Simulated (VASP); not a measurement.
The system is KF.

```
K F
1.0
     0.00000    2.74128    2.74128
     2.74128    0.00000    2.74128
     2.74128    2.74128    0.00000
K F
1 1
Cartesian
  0.0000 0.0000 0.0000
  2.7413 2.7413 2.7413
```

* Program: VASP 6.6.1
* Task: relaxation of cell and atoms
* Functional: BLYP
* Dispersion: D3(BJ)
* Potentials or basis: VASP PAW PBE potentials, release 64 (K_sv, F)
* Cutoff: 600 eV
* k mesh: 9 × 9 × 9
* Occupations: gaussian, width 0.05 eV
* Spin: collinear spin
* Starting moments: [0.5, 0.0] μB

At the start: pressure -2.9 GPa; volume 20.60 Å³/atom.

How do energy, volume and symmetry change on relaxing?

Over 4 steps the energy falls by 20.4 meV/atom and the volume is 18.56 Å³/atom (-9.9 %); space group Fm-3m (No. 225, to 0.1 Å) before and after; moment 0.00 μB per cell.

The path:
| step | energy change (eV) | largest force (eV/Å) | pressure (GPa) | volume (Å³) |
| --- | --- | --- | --- | --- |
| 1 | 0.0000 | 0.0000 | -2.89 | 41.20 |
| 2 | -0.0310 | 0.0000 | -1.59 | 39.02 |
| 3 | -0.0407 | 0.0000 | -0.14 | 37.27 |
| 4 | -0.0407 | 0.0000 | 0.01 | 37.11 |

Final structure:
```
K F
1.0
     0.00000    2.64743    2.64743
     2.64743    0.00000    2.64743
     2.64743    2.64743    0.00000
K F
1 1
Direct
  0.00000 0.00000 0.00000
  0.50000 0.50000 0.50000
```

Caveat: the PAW data sets were made with another functional, which shifts forces and pressure a little.
